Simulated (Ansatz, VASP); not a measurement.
**One calculation of Ti, two programs**

INCAR

```
PREC = Accurate
ENCUT = 520
EDIFF = 1E-6
ISMEAR = 0
SIGMA = 0.15
LREAL = F
LASPH = T
NELM = 80
ALGO = Fast
ISIF = 2
LWAVE = F
LCHARG = F
GGA = PS
NBANDS = 12
```

KPOINTS

```
Automatic mesh
0
Gamma
  20 20 20
```

The input POSCAR:

```
Ti
1.0
    0.0000000000      1.9488000000      2.1112000000
    1.9488000000      0.0000000000      2.1112000000
    1.9488000000      1.9488000000      0.0000000000
Ti
1
Direct
    0.0000000000      0.0000000000      0.0000000000
```

Input for Ansatz:

```yaml
crystal:
  lattice:
    - [0.0, 1.9488, 2.1112]
    - [1.9488, 0.0, 2.1112]
    - [1.9488, 1.9488, 0.0]
  atoms:
    - { symbol: Ti, position: [0.0, 0.0, 0.0] }
basis:
  ecutwfc: 420
kpoints:
  mp_grid: { grid: [20, 20, 20] }
hamiltonian:
  xc: pbesol
scf:
  occupations: { method: gaussian, width: 0.15 }
output:
  forces: true
  stress: true
  eigenvalues: true
```

Change from the starting cell: strain -0.040 along x and y, +0.040 along z, atoms carried along.

Alike in both runs: task single point; functional PBEsol; k mesh 20 × 20 × 20; occupations gaussian, width 0.15 eV; no spin polarisation.

|  | VASP | Ansatz |
| --- | --- | --- |
| version | VASP 6.6.1 | Ansatz 0.2.0 |
| potentials or method | VASP PAW PBE potentials, release 64 (Ti_sv), cutoff 520 eV | scalar-relativistic, plane waves, PAW |
| valence electrons in the cell | 12 | 12 |

|  | VASP | Ansatz | Ansatz less VASP |
| --- | --- | --- | --- |
| gap on the k mesh at the Fermi level (eV) | none | none | - |
| pressure (GPa) | 4.4 | 4.8 | +0.39 |
| traceless stress, the component that is largest in VASP (GPa) | -1.57 | -1.54 | +0.028 |

VASP's potentials were made for PBE, not for PBEsol. A gap of «none» marks a metal or a gap that the smearing closes.
